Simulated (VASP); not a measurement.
# NbP (I4_1md) in VASP: notebook

The runs below take NbP through single point, with PBE.

Program: VASP 6.6.1. These are calculated values, not measurements. Logs are shortened: lines on timing, memory, paths and dates and some standing lists are left out, and cuts for length are marked.

### Step 1. The cell of the first run

It takes space group I4_1md (No. 109, tetragonal). The conventional cell has a = 3.277 Å, b = 3.277 Å, c = 11.211 Å, α = 90.00°, β = 90.00°, γ = 90.00°. Within 3.3 Å of Nb (site symmetry 2mm) lie 6 P at 2.49 to 2.50 Å and 8 Nb at 3.25 to 3.28 Å. P (site symmetry 2mm) has 6 Nb at 2.49 to 2.50 Å and 8 P at 3.25 to 3.28 Å within 3.3 Å.

### Step 2. Single point, PBE (15.05 Å³/atom)

Contents of INCAR:

```
SYSTEM = NbP
  PREC = Accurate
  ENCUT = 520
  EDIFF = 1E-7
  ISMEAR = -1
  SIGMA = 0.02
  LREAL = .FALSE.
  LASPH = .TRUE.
  NELM = 60
  ALGO = Normal
  ISIF = 2
  LWAVE = .FALSE.
  LCHARG = .FALSE.
  GGA = PE
  NBANDS = 26
```

Contents of KPOINTS:

```
regular mesh
0
G
  8 8 8
  0 0 0
```

Contents of POSCAR:

```
NbP
1.0
   -1.6384403445      1.6384403445      5.6057087734
    1.6384403445     -1.6384403445      5.6057087734
    1.6384403445      1.6384403445     -5.6057087734
Nb P
2 2
Direct
    0.7499687201      0.7499687201      0.0000000000
    0.4999687201      0.9999687201      0.5000000000
    0.3326598549      0.3326598549      0.0000000000
    0.0826598549      0.5826598549      0.5000000000
```

Potentials or basis: VASP PAW PBE potentials, release 64 (Nb_sv, P).

Started as:

```bash
$ cat potpaw_PBE.64/Nb_sv/POTCAR potpaw_PBE.64/P/POTCAR > POTCAR
$ mpirun -np 1 vasp_std > vasp.out
```

OUTCAR:

```text
SYSTEM = NbP
   PREC = Accurate
   ENCUT = 520
   EDIFF = 1E-7
   ISMEAR = -1
   LREAL = .FALSE.
   LASPH = .TRUE.
   NELM = 60
   ISIF = 2
   GGA = PE

 ion  position               nearest neighbor table
   1  0.750  0.750  0.000-   4 2.49   4 2.49   3 2.50   3 2.50   3 2.50   3 2.50
   2  0.500  1.000  0.500-   3 2.49   3 2.49   4 2.50   4 2.50   4 2.50   4 2.50
   3  0.333  0.333  0.000-   2 2.49   2 2.49   1 2.50   1 2.50   1 2.50   1 2.50
   4  0.083  0.583  0.500-   1 2.49   1 2.49   2 2.50   2 2.50   2 2.50   2 2.50

  LATTYP: Found a body centered tetragonal cell.
 ALAT       =     3.2768806890
 C/A-ratio  =     3.4213688599

  Lattice vectors:

 A1 = (  -1.6384403445,   1.6384403445,   5.6057087734)
 A2 = (   1.6384403445,  -1.6384403445,   5.6057087734)
 A3 = (   1.6384403445,   1.6384403445,  -5.6057087734)

Analysis of symmetry for initial positions (statically):
=====================================================================
 Subroutine PRICEL returns:
 Original cell was already a primitive cell.

 Routine SETGRP: Setting up the symmetry group for a
 body centered tetragonal supercell.

 Subroutine GETGRP returns: Found  8 space group operations
 (whereof  4 operations were pure point group operations)
 out of a pool of 16 trial point group operations.

The static configuration has the point symmetry C_2v.
 The point group associated with its full space group is C_4v.

Analysis of symmetry for dynamics (positions and initial velocities):
=====================================================================
 Subroutine PRICEL returns:
 Original cell was already a primitive cell.

 Routine SETGRP: Setting up the symmetry group for a
 body centered tetragonal supercell.

 Subroutine GETGRP returns: Found  8 space group operations
 (whereof  4 operations were pure point group operations)
 out of a pool of 16 trial point group operations.

The dynamic configuration has the point symmetry C_2v.
 The point group associated with its full space group is C_4v.

 Subroutine INISYM returns: Found  8 space group operations
 (whereof  4 operations are pure point group operations),
 and found     1 'primitive' translations

----------------------------------------------------------------------------------------

                                     Primitive cell

  volume of cell :      60.1938

  direct lattice vectors                    reciprocal lattice vectors
    -1.638440344  1.638440344  5.605708773     0.000000000  0.305168267  0.089194787
     1.638440344 -1.638440344  5.605708773     0.305168267  0.000000000  0.089194787
     1.638440344  1.638440344 -5.605708773     0.305168267  0.305168267  0.000000000

  length of vectors
     6.065718785  6.065718785  6.065718785     0.317936127  0.317936127  0.431573102

  position of ions in fractional coordinates (direct lattice)
     0.749968720  0.749968720  0.000000000
     0.499968720  0.999968720  0.500000000
     0.332659855  0.332659855  0.000000000
     0.082659855  0.582659855  0.500000000

  ion indices of the primitive-cell ions
   primitive index   ion index
                 1           1
                 2           2
                 3           3
                 4           4

----------------------------------------------------------------------------------------

 KPOINTS: regular mesh

Automatic generation of k-mesh.
 Grid dimensions read from file:
 generate k-points for:    8    8    8

 Generating k-lattice:

  Cartesian coordinates                     Fractional coordinates (reciprocal lattice)
     0.000000000  0.038146033  0.011149348     0.125000000  0.000000000  0.000000000
     0.038146033  0.000000000  0.011149348     0.000000000  0.125000000  0.000000000
     0.038146033  0.038146033  0.000000000     0.000000000  0.000000000  0.125000000

  Length of vectors
     0.039742016  0.039742016  0.053946638

  Shift w.r.t. Gamma in fractional coordinates (k-lattice)
     0.000000000  0.000000000  0.000000000

 Subroutine IBZKPT returns following result:
 ===========================================

 Found     59 irreducible k-points:

 Following reciprocal coordinates:
            Coordinates               Weight
  0.000000  0.000000  0.000000      1.000000
  0.125000  0.000000  0.000000      8.000000
  0.250000  0.000000  0.000000      8.000000
  0.375000  0.000000  0.000000      8.000000
  0.500000  0.000000  0.000000      4.000000
  0.125000  0.125000  0.000000      8.000000
[... 16 lines left out ...]
  0.250000  0.125000  0.125000     16.000000
  0.375000  0.125000  0.125000      8.000000
 [... further k-points ...]
   k-points           NKPTS =     59   k-points in BZ     NKDIM =     59   number of bands    NBANDS=     26
   number of dos      NEDOS =    301   number of ions     NIONS =      4
   total plane-waves  NPLWV = 110592
   dimension x,y,z NGX =    48 NGY =   48 NGZ =   48
   dimension x,y,z NGXF=    96 NGYF=   96 NGZF=   96
   ions per type =               2   2
   NGX,Y,Z   is equivalent  to a cutoff of  13.16, 13.16, 13.16 a.u.
   NGXF,Y,Z  is equivalent  to a cutoff of  26.31, 26.31, 26.31 a.u.
 SYSTEM =  NbP
   PREC   = accura    normal or accurate (medium, high low for compatibility)
   ISTART =      0    job   : 0-new  1-cont  2-samecut
   ICHARG =      2    charge: 1-file 2-atom 10-const
   ISPIN  =      1    spin polarized calculation?
   LNONCOLLINEAR =      F non collinear calculations
   LSORBIT =      F    spin-orbit coupling
   LASPH  =      T    aspherical Exc in radial PAW
   ENCUT  =  520.0 eV  38.22 Ry    6.18 a.u.  11.28 11.28 11.28*2*pi/ulx,y,z
   NELM   =     60;   NELMIN=  2; NELMDL= -5     # of ELM steps
   EDIFF  = 0.1E-06   stopping-criterion for ELM
   LREAL  =      F    real-space projection
   EDIFFG = 0.1E-05   stopping-criterion for IOM
   NSW    =      0    number of steps for IOM
   IBRION =     -1    ionic relax: 0-MD 1-quasi-New 2-CG
   NFREE  =      0    steps in history (QN), initial steepest desc. (CG)
   ISIF   =      2    stress and relaxation
   ISYM   =      2    0-nonsym 1-usesym 2-fastsym
   POTIM  = 0.5000    time-step for ionic-motion
   TEBEG  =    0.0;   TEEND  =   0.0 temperature during run
   PSTRESS=    0.0 pullay stress
   NELECT =      36.0000    total number of electrons
   NUPDOWN=      -1.0000    fix difference up-down
   EMIN   =  10.00;   EMAX   =-10.00  energy-range for DOS
   EFERMI =   0.00;   METHOD = LEGACY
   ISMEAR =    -1;   SIGMA  =   0.02  broadening in eV -4-tet -1-fermi 0-gaus
   EFERMI_NEDOS =   21; number of points for ismear=-14 and -15
   IALGO  =     38    algorithm
   IMIX   =      4    mixing-type and parameters
     AMIX     =   0.40;   BMIX     =  1.00
     AMIX_MAG =   1.60;   BMIX_MAG =  1.00
  volume/ion in A,a.u.               =      15.05       101.55
  Fermi-wavevector in a.u.,A,eV,Ry     =   1.379299  2.606497 25.884615  1.902466
  Thomas-Fermi vector in A             =   2.504281
   LORBIT       =      0    0 simple, 1 ext, 2 COOP (PROOUT), +10 PAW based schemes
   GGA     = PE    functional components
   LHFCALC =     F    Hartree Fock is set to
   AEXX    =    0.0000 exact exchange contribution
   IVDW    =     0    specifies the selected vdW correction
   LEPSILON=     F    determine dielectric tensor
   LRPA    =     F    only Hartree local field effects (RPA)
 non-spin polarized calculation
  energy-cutoff  :      520.00
  volume of cell :       60.19
 maximum number of plane-waves:      1640
 NGX is ok and might be reduce to    48
   NGX = 23   NGY = 23   NGZ = 23

 number of electron      36.0000000 magnetization

 Free energy of the ion-electron system (eV)
  ---------------------------------------------------
  ext. energy  EPLUGINS =         0.00000000
  ---------------------------------------------------
  free energy    TOTEN  =       -35.16062024 eV

  energy without entropy =      -35.15906800  energy(sigma->0) =      -35.15984412

 E-fermi :  11.4602     XC(G=0): -12.3226

 val. band max:       11.4467166108   @ k =  -0.2500   0.5000   0.2500
 cond. band min:      11.4688551868   @ k =  -0.1250   0.3750   0.1250
 fundamental gap:      0.0221385760
 Fermi energy:        11.4601963221

 k-point     1 :       0.0000    0.0000    0.0000
  band No.  band energies     occupation
      1     -43.2816      2.00000
      2     -43.2303      2.00000
      3     -19.6469      2.00000
      4     -19.3598      2.00000
      5     -19.3598      2.00000
      6     -19.2005      2.00000
[... 18 lines left out ...]
     25      15.8789      0.00000
     26      15.8789      0.00000

 k-point     2 :       0.1250    0.0000    0.0000
  band No.  band energies     occupation
      1     -43.2767      2.00000
      2     -43.2284      2.00000
      3     -19.6289      2.00000
      4     -19.4125      2.00000
      5     -19.3557      2.00000
      6     -19.2520      2.00000
[... 18 lines left out ...]
     25      16.0466      0.00000
     26      16.6396      0.00000

 k-point     3 :       0.2500    0.0000    0.0000
  band No.  band energies     occupation
      1     -43.2642      2.00000
      2     -43.2241      2.00000
      3     -19.6057      2.00000
      4     -19.5156      2.00000
      5     -19.3621      2.00000
      6     -19.3456      2.00000
[... 18 lines left out ...]
     25      16.6853      0.00000
     26      17.8857      0.00000

 k-point     4 :       0.3750    0.0000    0.0000
  band No.  band energies     occupation
      1     -43.2508      2.00000
      2     -43.2208      2.00000
      3     -19.6906      2.00000
      4     -19.5320      2.00000
      5     -19.4319      2.00000
      6     -19.3353      2.00000
[... 18 lines left out ...]
     25      16.3163      0.00000
     26      18.3310      0.00000

 k-point     5 :       0.5000    0.0000    0.0000
  band No.  band energies     occupation
      1     -43.2447      2.00000
      2     -43.2200      2.00000
      3     -19.7392      2.00000
      4     -19.5560      2.00000
      5     -19.4223      2.00000
      6     -19.3310      2.00000
[... 18 lines left out ...]
     25      16.6650      0.00000
     26      18.0972      0.00000

 k-point     6 :       0.1250    0.1250    0.0000
  band No.  band energies     occupation
      1     -43.2709      2.00000
      2     -43.2273      2.00000
      3     -19.6038      2.00000
      4     -19.4167      2.00000
      5     -19.4012      2.00000
      6     -19.2523      2.00000
[... 427 lines left out ...]
 k-point    21 :       0.5000    0.5000    0.0000
  band No.  band energies     occupation
      1     -43.2096      2.00000
      2     -43.2096      2.00000
      3     -19.6739      2.00000
      4     -19.6739      2.00000
      5     -19.4811      2.00000
      6     -19.4811      2.00000
[... 18 lines left out ...]
     25      17.7145      0.00000
     26      17.7222      0.00000

 k-point    22 :       0.1250    0.1250    0.1250
  band No.  band energies     occupation
      1     -43.2491      2.00000
      2     -43.2161      2.00000
      3     -19.5747      2.00000
      4     -19.5354      2.00000
      5     -19.4616      2.00000
      6     -19.3557      2.00000
[... 18 lines left out ...]
     25      16.5460      0.00000
     26      17.6496      0.00000

 k-point    23 :       0.2500    0.1250    0.1250
  band No.  band energies     occupation
      1     -43.2359      2.00000
      2     -43.2129      2.00000
      3     -19.6591      2.00000
      4     -19.5367      2.00000
      5     -19.4708      2.00000
      6     -19.4040      2.00000
[... 18 lines left out ...]
     25      16.8005      0.00000
     26      17.8180      0.00000

 k-point    24 :       0.3750    0.1250    0.1250
  band No.  band energies     occupation
      1     -43.2297      2.00000
      2     -43.2123      2.00000
      3     -19.7065      2.00000
      4     -19.5401      2.00000
      5     -19.4912      2.00000
      6     -19.3898      2.00000
[... 18 lines left out ...]
     25      16.6649      0.00000
     26      17.8826      0.00000

 [... further k-points ...]
[... 5 lines left out ...]
  --------------------------------------------------------------------------------------
  -------------------------------------------------------------------------------------
  Total        5.1342873      5.1342873      4.3623118      0.0000000      0.0000000      0.0000000
  in kB      136.6592268    136.6592268    116.1115693      0.0000000      0.0000000      0.0000000
  external PRESSURE =     129.8100077 kB  Pullay stress =       0.0000000 kB

 VOLUME and BASIS-vectors are now :
 -----------------------------------------------------------------------------
  energy-cutoff  :      520.00
  volume of cell :       60.19
      direct lattice vectors                 reciprocal lattice vectors
    -1.638440344  1.638440344  5.605708773     0.000000000  0.305168267  0.089194787
     1.638440344 -1.638440344  5.605708773     0.305168267  0.000000000  0.089194787
     1.638440344  1.638440344 -5.605708773     0.305168267  0.305168267  0.000000000

 POSITION                                       TOTAL-FORCE (eV/Angst)
 -----------------------------------------------------------------------------------
      0.00000      0.00000      8.40821         0.000000     -0.000000      0.034860
      1.63844     -0.00000      5.60536        -0.000000      0.000000      0.034860
      0.00000      0.00000      3.72959         0.000000     -0.000000     -0.034860
      1.63844      0.00000      0.92673        -0.000000      0.000000     -0.034860
 -----------------------------------------------------------------------------------
    total drift:                               -0.000000     -0.000000      0.000066

  FREE ENERGIE OF THE ION-ELECTRON SYSTEM (eV)
  ---------------------------------------------------
  free  energy   TOTEN  =       -35.1606202445 eV

  energy  without entropy=      -35.1590680019  energy(sigma->0) =      -35.15984412
```

Wall time 10 min (1 thread of Intel Xeon 8259CL, shared host); peak memory 0.32 GiB.

What came out:

```
Free energy            : -35.1606 eV
Pressure               : 13.0 GPa
Largest force          : 0.035 eV/Å
Band gap on the k mesh : 0.02 eV (least direct gap 0.04 eV)
```

Forces on the atoms (eV/Å):
```
Nb   0.000  0.000  0.035
Nb   0.000  0.000  0.035
P    0.000  0.000 -0.035
P    0.000  0.000 -0.035
```

Caveat: the cell stands under pressure.

### Step 3. Single point, PBE (15.53 Å³/atom)

This run uses another cell than the first one, of 15.53 Å³/atom.

Contents of INCAR:

```
ALGO = Normal ; EDIFF = 1E-6
ENCUT = 520 ; GGA = PE
ISIF = 2 ; ISMEAR = -1
LASPH = T ; LCHARG = F
LREAL = F ; LWAVE = F
NBANDS = 26 ; NELM = 80
PREC = Accurate ; SIGMA = 0.02
```

Contents of KPOINTS:

```
k-points
0
Gamma
  8 8 8
```

Contents of POSCAR:

```
NbP
1.0
   -1.6556883525      1.6556883525      5.6647205708
    1.6556883525     -1.6556883525      5.6647205708
    1.6556883525      1.6556883525     -5.6647205708
Nb P
2 2
Direct
    0.7499687201      0.7499687201      0.0000000000
    0.4999687201      0.9999687201      0.5000000000
    0.3326598549      0.3326598549      0.0000000000
    0.0826598549      0.5826598549      0.5000000000
```

Potentials or basis: VASP PAW PBE potentials, release 64 (Nb_sv, P).

Started as:

```bash
$ cat potpaw_PBE.64/Nb_sv/POTCAR potpaw_PBE.64/P/POTCAR > POTCAR
$ mpirun -np 1 vasp_std > vasp.out
```

Wall time 9.2 min (1 thread of Intel Xeon 8259CL, shared host); peak memory 0.33 GiB.

It converged, with:

```yaml
Free_energy: -35.2731 eV
Pressure: 5.8 GPa
Largest_force: 0.021 eV/Å
Band_gap_on_the_k_mesh: zero (bands 18 and 19 overlap by 0.01 eV)
```

Forces on the atoms (eV/Å):
```
Nb   0.000  0.000  0.021
Nb   0.000  0.000  0.021
P    0.000  0.000 -0.021
P    0.000  0.000 -0.021
```

Stress tensor (GPa, compression positive):
```
6.05 0.00 0.00
0.00 6.05 0.00
0.00 0.00 5.28
```

Levels at points of the mesh, in eV from the Fermi level:
```
           k point  band 16  band 17  band 18  band 19  band 20  band 21
(0.00, 0.00, 0.00)    -1.77    -1.35    -1.35     0.88     1.69     2.79
(0.50, 0.00, 0.00)    -1.88    -1.57    -0.09     0.08     1.38     2.58
(0.50, 0.50, 0.00)    -2.87    -0.41    -0.41     3.14     3.14     3.23
(0.50, 0.50, 0.50)    -2.76    -0.47    -0.47     1.26     1.26     2.44
```

Caveat: the cell stands under pressure.

### Step 4. Single point, PBE

This run uses another cell than the first one, of 16.01 Å³/atom.

Contents of INCAR:

```
ALGO = Normal
EDIFF = 1E-6
ENCUT = 520
GGA = PE
ISIF = 2
ISMEAR = -1
LASPH = True
LCHARG = False
LREAL = False
LWAVE = False
NBANDS = 26
NELM = 60
PREC = Accurate
SIGMA = 0.02
```

KPOINTS is that of step 3.

Contents of POSCAR:

```
NbP
1.0
   -1.6725842986      1.6725842986      5.7225278345
    1.6725842986     -1.6725842986      5.7225278345
    1.6725842986      1.6725842986     -5.7225278345
Nb P
2 2
Direct
    0.7499687201      0.7499687201      0.0000000000
    0.4999687201      0.9999687201      0.5000000000
    0.3326598549      0.3326598549      0.0000000000
    0.0826598549      0.5826598549      0.5000000000
```

Started as:

```bash
$ cat potpaw_PBE.64/Nb_sv/POTCAR potpaw_PBE.64/P/POTCAR > POTCAR
$ mpirun -np 1 vasp_std > vasp.out
```

Run time: 9.3 min. Hardware: 1 thread of Intel Xeon 8259CL, shared host; peak memory 0.33 GiB.

Results (log left out):

| Quantity | Value |
| --- | --- |
| Free energy | -35.3058 eV |
| Pressure | -0.3 GPa |
| Largest force | 0.009 eV/Å |
| Band gap on the k mesh | zero (bands 18 and 19 overlap by 0.04 eV) |

Forces in eV/Å, atoms in the order of the input:
```
Nb   0.000  0.000  0.009
Nb   0.000  0.000  0.009
P    0.000  0.000 -0.009
P    0.000  0.000 -0.009
```

Stress tensor (GPa, compression positive):
```
-0.41  0.00  0.00
 0.00 -0.41  0.00
 0.00  0.00 -0.19
```

Levels at points of the mesh, in eV from the Fermi level:
| k point | band 14 | band 15 | band 16 | band 17 | band 18 | band 19 | band 20 | band 21 | band 22 | band 23 |
| --- | --- | --- | --- | --- | --- | --- | --- | --- | --- | --- |
| (0.00, 0.00, 0.00) | -2.23 | -2.13 | -1.70 | -1.35 | -1.35 | 0.84 | 1.61 | 2.68 | 3.16 | 3.16 |
| (0.50, 0.00, 0.00) | -3.21 | -2.31 | -1.85 | -1.50 | -0.10 | 0.08 | 1.33 | 2.47 | 2.66 | 3.29 |
| (0.50, 0.50, 0.00) | -4.62 | -2.84 | -2.84 | -0.42 | -0.42 | 2.99 | 2.99 | 3.09 | 3.09 | 4.07 |
| (0.50, 0.50, 0.50) | -2.70 | -2.66 | -2.66 | -0.51 | -0.51 | 1.20 | 1.20 | 2.33 | 2.33 | 3.61 |

[end of part 1 of 2]

The gap in the log of VASP goes by the Fermi energy; the results here count the filled bands.